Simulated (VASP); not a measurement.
A run of VASP 6.6.1:

File INCAR:

```
  PREC = Accurate
  ENCUT = 520
  EDIFF = 1E-6
  ISMEAR = -1
  SIGMA = 0.1
  LREAL = F
  LASPH = T
  NELM = 100
  ALGO = Normal
  ISIF = 2
  LWAVE = F
  LCHARG = F
  GGA = CA
  NBANDS = 12
```

KPOINTS

```
Automatic mesh
0
Gamma
  16 16 10
```

Contents of POSCAR:

```
As
1.0
   -2.9710017927      2.6039793780      1.3659675611
    2.6039793780     -2.9710017927      1.3659675611
    2.9229480920      2.9229480920     -2.0381697858
As
2
Direct
    0.0208380531      0.9791619469      0.0000000000
    0.7291619469      0.2708380531      0.5000000000
```

Potentials or basis: VASP PAW LDA potentials, release 64 (As).

Run with:

```console
$ cat potpaw_LDA.64/As/POTCAR > POTCAR
$ mpirun -np 1 vasp_std > vasp.out
```

Hardware: 1 thread of Intel(R) Xeon(R) 6975P-C (Granite Rapids), on a shared host.

**Question.** How long does it take, and how much memory?

**Answer.** Run time: 2 min on 1 thread of Intel(R) Xeon(R) 6975P-C (Granite Rapids), with other jobs on the host, peak memory 0.39 GiB. Counts: scf iterations 10, k points 690.
